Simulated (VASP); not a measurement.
# InAs3 (Pm-3m) in VASP: further runs

Runs on InAs3. Level: PBE. Tasks: single point.

Program: VASP 6.6.1. These are calculated values, not measurements. Logs are shortened: lines on timing, memory, paths and dates and some standing lists are left out, and cuts for length are marked.

### 1 The cell of the first run

It takes space group Pm-3m (No. 221, cubic). The conventional cell has a = 4.507 Å, b = 4.507 Å, c = 4.507 Å, α = 90.00°, β = 90.00°, γ = 90.00°. In (site symmetry m-3m) has 12 As at 3.19 Å within 4.2 Å. As (site symmetry 4/mmm) has 4 In at 3.19 Å and 8 As at 3.19 Å within 4.2 Å.

### 2 Single point, PBE (Sb replaced by As, lengths x 0.936, strained)

The input, INCAR:

```
PREC = Accurate ; ENCUT = 520
EDIFF = 1E-6 ; ISMEAR = 0
SIGMA = 0.1 ; LREAL = F
LASPH = T ; NELM = 100
ALGO = Normal ; ISIF = 2
LWAVE = F ; LCHARG = T
GGA = PE ; LELF = T
LVHAR = T ; NBANDS = 22
```

The input, KPOINTS:

```
Automatic mesh
0
Gamma
  4 4 4
```

The input, POSCAR:

```
InAs3
1.0
    4.5074010847      0.0000000000      0.0000000000
    0.0000000000      4.5074010847      0.0000000000
    0.0000000000      0.0000000000      4.5074010847
In As
1 3
Direct
    0.0000000000      0.0000000000      0.0000000000
    0.5000000000      0.0000000000      0.5000000000
    0.0000000000      0.5000000000      0.5000000000
    0.5000000000      0.5000000000      0.0000000000
```

Potentials or basis: VASP PAW PBE potentials, release 64 (In_d, As).

On the command line:

```bash
> cat potpaw_PBE.64/In_d/POTCAR potpaw_PBE.64/As/POTCAR > POTCAR
> mpirun -np 1 vasp_std > vasp.out
```

OUTCAR:

```text
PREC = Accurate
   ENCUT = 520
   EDIFF = 1E-6
   ISMEAR = 0
   LREAL = F
   LASPH = T
   NELM = 100
   ISIF = 2
   GGA = PE

 ion  position               nearest neighbor table
   1  0.000  0.000  0.000-   2 3.19   3 3.19   4 3.19   2 3.19   3 3.19   3 3.19   4 3.19   3 3.19
                             2 3.19   4 3.19   2 3.19   4 3.19
   2  0.500  0.000  0.500-   1 3.19   1 3.19   1 3.19   1 3.19
   3  0.000  0.500  0.500-   1 3.19   1 3.19   1 3.19   1 3.19
   4  0.500  0.500  0.000-   1 3.19   1 3.19   1 3.19   1 3.19

  LATTYP: Found a simple cubic cell.
 ALAT       =     4.5074010847

  Lattice vectors:

 A1 = (   4.5074010847,   0.0000000000,   0.0000000000)
 A2 = (   0.0000000000,   4.5074010847,   0.0000000000)
 A3 = (   0.0000000000,   0.0000000000,   4.5074010847)

Analysis of symmetry for initial positions (statically):
=====================================================================
 Subroutine PRICEL returns:
 Original cell was already a primitive cell.

 Routine SETGRP: Setting up the symmetry group for a
 simple cubic supercell.

 Subroutine GETGRP returns: Found 48 space group operations
 (whereof 48 operations were pure point group operations)
 out of a pool of 48 trial point group operations.

The static configuration has the point symmetry O_h .

Analysis of symmetry for dynamics (positions and initial velocities):
=====================================================================
 Subroutine PRICEL returns:
 Original cell was already a primitive cell.

 Routine SETGRP: Setting up the symmetry group for a
 simple cubic supercell.

 Subroutine GETGRP returns: Found 48 space group operations
 (whereof 48 operations were pure point group operations)
 out of a pool of 48 trial point group operations.

The dynamic configuration has the point symmetry O_h .

 Subroutine INISYM returns: Found 48 space group operations
 (whereof 48 operations are pure point group operations),
 and found     1 'primitive' translations

----------------------------------------------------------------------------------------

                                     Primitive cell

  volume of cell :      91.5754

  direct lattice vectors                    reciprocal lattice vectors
     4.507401085  0.000000000  0.000000000     0.221857337  0.000000000  0.000000000
     0.000000000  4.507401085  0.000000000     0.000000000  0.221857337  0.000000000
     0.000000000  0.000000000  4.507401085     0.000000000  0.000000000  0.221857337

  length of vectors
     4.507401085  4.507401085  4.507401085     0.221857337  0.221857337  0.221857337

  position of ions in fractional coordinates (direct lattice)
     0.000000000  0.000000000  0.000000000
     0.500000000  0.000000000  0.500000000
     0.000000000  0.500000000  0.500000000
     0.500000000  0.500000000  0.000000000

  ion indices of the primitive-cell ions
   primitive index   ion index
                 1           1
                 2           2
                 3           3
                 4           4

----------------------------------------------------------------------------------------

 KPOINTS: Automatic mesh

Automatic generation of k-mesh.
 Grid dimensions read from file:
 generate k-points for:    4    4    4

 Generating k-lattice:

  Cartesian coordinates                     Fractional coordinates (reciprocal lattice)
     0.055464334  0.000000000  0.000000000     0.250000000  0.000000000  0.000000000
     0.000000000  0.055464334  0.000000000     0.000000000  0.250000000  0.000000000
     0.000000000  0.000000000  0.055464334     0.000000000  0.000000000  0.250000000

  Length of vectors
     0.055464334  0.055464334  0.055464334

  Shift w.r.t. Gamma in fractional coordinates (k-lattice)
     0.000000000  0.000000000  0.000000000

 Subroutine IBZKPT returns following result:
 ===========================================

 Found     10 irreducible k-points:

 Following reciprocal coordinates:
            Coordinates               Weight
  0.000000  0.000000  0.000000      1.000000
  0.250000  0.000000  0.000000      6.000000
  0.500000  0.000000  0.000000      3.000000
  0.250000  0.250000  0.000000     12.000000
  0.500000  0.250000  0.000000     12.000000
  0.500000  0.500000  0.000000      3.000000
  0.250000  0.250000  0.250000      8.000000
  0.500000  0.250000  0.250000     12.000000
  0.500000  0.500000  0.250000      6.000000
  0.500000  0.500000  0.500000      1.000000
   k-points           NKPTS =     10   k-points in BZ     NKDIM =     10   number of bands    NBANDS=     22
   number of dos      NEDOS =    301   number of ions     NIONS =      4
   total plane-waves  NPLWV =  46656
   dimension x,y,z NGX =    36 NGY =   36 NGZ =   36
   dimension x,y,z NGXF=    72 NGYF=   72 NGZF=   72
   ions per type =               1   3
   NGX,Y,Z   is equivalent  to a cutoff of  13.28, 13.28, 13.28 a.u.
   NGXF,Y,Z  is equivalent  to a cutoff of  26.56, 26.56, 26.56 a.u.
 SYSTEM =  unknown system
   PREC   = accura    normal or accurate (medium, high low for compatibility)
   ISTART =      0    job   : 0-new  1-cont  2-samecut
   ICHARG =      2    charge: 1-file 2-atom 10-const
   ISPIN  =      1    spin polarized calculation?
   LNONCOLLINEAR =      F non collinear calculations
   LSORBIT =      F    spin-orbit coupling
   LASPH  =      T    aspherical Exc in radial PAW
   ENCUT  =  520.0 eV  38.22 Ry    6.18 a.u.   8.38  8.38  8.38*2*pi/ulx,y,z
   NELM   =    100;   NELMIN=  2; NELMDL= -5     # of ELM steps
   EDIFF  = 0.1E-05   stopping-criterion for ELM
   LREAL  =      F    real-space projection
   EDIFFG = 0.1E-04   stopping-criterion for IOM
   NSW    =      0    number of steps for IOM
   IBRION =     -1    ionic relax: 0-MD 1-quasi-New 2-CG
   NFREE  =      0    steps in history (QN), initial steepest desc. (CG)
   ISIF   =      2    stress and relaxation
   ISYM   =      2    0-nonsym 1-usesym 2-fastsym
   POTIM  = 0.5000    time-step for ionic-motion
   TEBEG  =    0.0;   TEEND  =   0.0 temperature during run
   PSTRESS=    0.0 pullay stress
   NELECT =      28.0000    total number of electrons
   NUPDOWN=      -1.0000    fix difference up-down
   EMIN   =  10.00;   EMAX   =-10.00  energy-range for DOS
   EFERMI =   0.00;   METHOD = LEGACY
   ISMEAR =     0;   SIGMA  =   0.10  broadening in eV -4-tet -1-fermi 0-gaus
   EFERMI_NEDOS =   21; number of points for ismear=-14 and -15
   IALGO  =     38    algorithm
   IMIX   =      4    mixing-type and parameters
     AMIX     =   0.40;   BMIX     =  1.00
     AMIX_MAG =   1.60;   BMIX_MAG =  1.00
  volume/ion in A,a.u.               =      22.89       154.50
  Fermi-wavevector in a.u.,A,eV,Ry     =   1.102896  2.084172 16.549855  1.216380
  Thomas-Fermi vector in A             =   2.239346
   LORBIT       =      0    0 simple, 1 ext, 2 COOP (PROOUT), +10 PAW based schemes
   GGA     = PE    functional components
   LHFCALC =     F    Hartree Fock is set to
   AEXX    =    0.0000 exact exchange contribution
   IVDW    =     0    specifies the selected vdW correction
   LEPSILON=     F    determine dielectric tensor
   LRPA    =     F    only Hartree local field effects (RPA)
 non-spin polarized calculation
 Gauss-broadening in eV      SIGMA  =   0.10
  energy-cutoff  :      520.00
  volume of cell :       91.58
 maximum number of plane-waves:      2517
 NGX is ok and might be reduce to    36
   NGX = 17   NGY = 17   NGZ = 17

 number of electron      28.0000015 magnetization

 Free energy of the ion-electron system (eV)
  ---------------------------------------------------
  ext. energy  EPLUGINS =         0.00000000
  ---------------------------------------------------
  free energy    TOTEN  =       -15.17018990 eV

  energy without entropy =      -15.16092716  energy(sigma->0) =      -15.16555853

 E-fermi :   5.3399     XC(G=0): -10.1929

 val. band max:        5.2885468652   @ k =   0.5000   0.2500   0.2500
 cond. band min:       5.9769175401   @ k =   0.5000   0.5000   0.0000
 fundamental gap:      0.6883706749
 Fermi energy:         5.3398720495

 k-point     1 :       0.0000    0.0000    0.0000
  band No.  band energies     occupation
      1      -8.7849      2.00000
      2      -8.7849      2.00000
      3      -8.7452      2.00000
      4      -8.7452      2.00000
      5      -8.7452      2.00000
      6      -7.5491      2.00000
[... 14 lines left out ...]
     21      11.7424      0.00000
     22      11.9939      0.00000

 k-point     2 :       0.2500    0.0000    0.0000
  band No.  band energies     occupation
      1      -8.7773      2.00000
      2      -8.7708      2.00000
      3      -8.7544      2.00000
      4      -8.7544      2.00000
      5      -8.7448      2.00000
      6      -7.1680      2.00000
[... 14 lines left out ...]
     21      11.5891      0.00000
     22      12.3398      0.00000

 k-point     3 :       0.5000    0.0000    0.0000
  band No.  band energies     occupation
      1      -8.7697      2.00000
      2      -8.7634      2.00000
      3      -8.7634      2.00000
      4      -8.7575      2.00000
      5      -8.7443      2.00000
      6      -6.3818      2.00000
[... 14 lines left out ...]
     21      10.5370      0.00000
     22      13.0236      0.00000
[... 126 lines left out ...]
 k-point     9 :       0.5000    0.5000    0.2500
  band No.  band energies     occupation
      1      -8.8196      2.00000
      2      -8.7887      2.00000
      3      -8.7887      2.00000
      4      -8.7388      2.00000
      5      -8.7232      2.00000
      6      -4.7864      2.00000
[... 14 lines left out ...]
     21      12.2294      0.00000
     22      14.7642      0.00000

 k-point    10 :       0.5000    0.5000    0.5000
  band No.  band energies     occupation
      1      -8.8150      2.00000
      2      -8.8150      2.00000
      3      -8.8150      2.00000
      4      -8.7220      2.00000
      5      -8.7220      2.00000
      6      -4.5202      2.00000
[... 14 lines left out ...]
     21      13.3264      0.00000
     22      14.6430      0.00000

------------------------ aborting loop because EDIFF is reached ----------------------------------------

  FORCE on cell =-STRESS in cart. coord.  units (eV):
  Direction    XX          YY          ZZ          XY          YZ          ZX
  --------------------------------------------------------------------------------------
  -------------------------------------------------------------------------------------
  Total       -2.4090473     -2.4090473     -2.4090473      0.0000000     -0.0000000      0.0000000
  in kB      -42.1480317    -42.1480317    -42.1480317      0.0000000     -0.0000000      0.0000000
  external PRESSURE =     -42.1480317 kB  Pullay stress =       0.0000000 kB

 VOLUME and BASIS-vectors are now :
 -----------------------------------------------------------------------------
  energy-cutoff  :      520.00
  volume of cell :       91.58
      direct lattice vectors                 reciprocal lattice vectors
     4.507401085  0.000000000  0.000000000     0.221857337  0.000000000  0.000000000
     0.000000000  4.507401085  0.000000000     0.000000000  0.221857337  0.000000000
     0.000000000  0.000000000  4.507401085     0.000000000  0.000000000  0.221857337

 POSITION                                       TOTAL-FORCE (eV/Angst)
 -----------------------------------------------------------------------------------
      0.00000      0.00000      0.00000         0.000000      0.000000      0.000000
      2.25370      0.00000      2.25370         0.000000      0.000000      0.000000
      0.00000      2.25370      2.25370         0.000000      0.000000      0.000000
      2.25370      2.25370      0.00000         0.000000      0.000000      0.000000
 -----------------------------------------------------------------------------------
    total drift:                                0.000000      0.000000      0.000000

  FREE ENERGIE OF THE ION-ELECTRON SYSTEM (eV)
  ---------------------------------------------------
  free  energy   TOTEN  =       -15.1701898997 eV

  energy  without entropy=      -15.1609271632  energy(sigma->0) =      -15.16555853
```

It took 13 s on 1 thread of Intel Xeon Platinum 8488C (Sapphire Rapids), shared host; peak memory 0.2 GiB.

Results:

* Free energy: -15.1702 eV
* Pressure: -4.2 GPa
* Band gap on the k mesh: zero (band 14 reaches 8.72 eV, above the bottom of band 15 at 4.58 eV)

Caveat: the cell differs from its parent crystal (Sb replaced by As, lengths x 0.936, strained); spin-orbit coupling is left out, which moves the levels of the heavy elements.

### 3 Single point, PBE (Sb replaced by As, lengths x 0.936, strained)

The input, INCAR:

```
PREC     = Accurate       # precision mode
ENCUT    = 520            # plane-wave cutoff, eV
EDIFF    = 1E-6           # SCF threshold, eV
ISMEAR   = 0              # smearing method
SIGMA    = 0.1            # smearing width, eV
LREAL    = F              # projectors in reciprocal space
LASPH    = T              # aspherical terms in the spheres
NELM     = 60             # most SCF steps
ALGO     = Normal         # electronic algorithm
ISIF     = 2              # what is computed and relaxed
LWAVE    = F              # write WAVECAR
LCHARG   = F              # write CHGCAR
GGA      = PE             # functional
NBANDS   = 22             # bands
```

The input, KPOINTS:

```
regular mesh
0
Gamma
  10 10 10
```

POSCAR is that of step 2.

Potentials or basis: VASP PAW PBE potentials, release 64 (In_d, As).

On the command line:

```bash
> cat potpaw_PBE.64/In_d/POTCAR potpaw_PBE.64/As/POTCAR > POTCAR
> mpirun -np 1 vasp_std > vasp.out
```

It took 53 s on 1 thread of Intel Xeon Platinum 8488C (Sapphire Rapids), shared host; peak memory 0.26 GiB.

Results (log left out):

| Property | Result |
| --- | --- |
| Free energy | -15.0795 eV |
| Pressure | -4.3 GPa |
| Band gap on the k mesh | zero (band 14 reaches 8.71 eV, above the bottom of band 15 at 4.58 eV) |

Levels at points of the mesh, in eV from the Fermi level:
| k point | band 11 | band 12 | band 13 | band 14 | band 15 | band 16 | band 17 | band 18 |
| --- | --- | --- | --- | --- | --- | --- | --- | --- |
| (0.00, 0.00, 0.00) | -4.29 | -3.19 | 0.29 | 0.29 | 0.29 | 1.94 | 1.94 | 1.94 |
| (0.50, 0.00, 0.00) | -2.84 | -2.08 | -2.08 | -1.08 | -0.78 | 1.98 | 1.98 | 2.29 |
| (0.50, 0.50, 0.00) | -1.95 | -1.95 | -1.27 | -1.11 | -1.11 | 0.30 | 1.84 | 2.94 |
| (0.50, 0.50, 0.50) | -5.07 | -5.07 | -4.36 | 3.03 | 3.03 | 3.03 | 3.14 | 3.14 |

Caveat: the cell differs from its parent crystal (Sb replaced by As, lengths x 0.936, strained); spin-orbit coupling is left out, which moves the levels of the heavy elements.
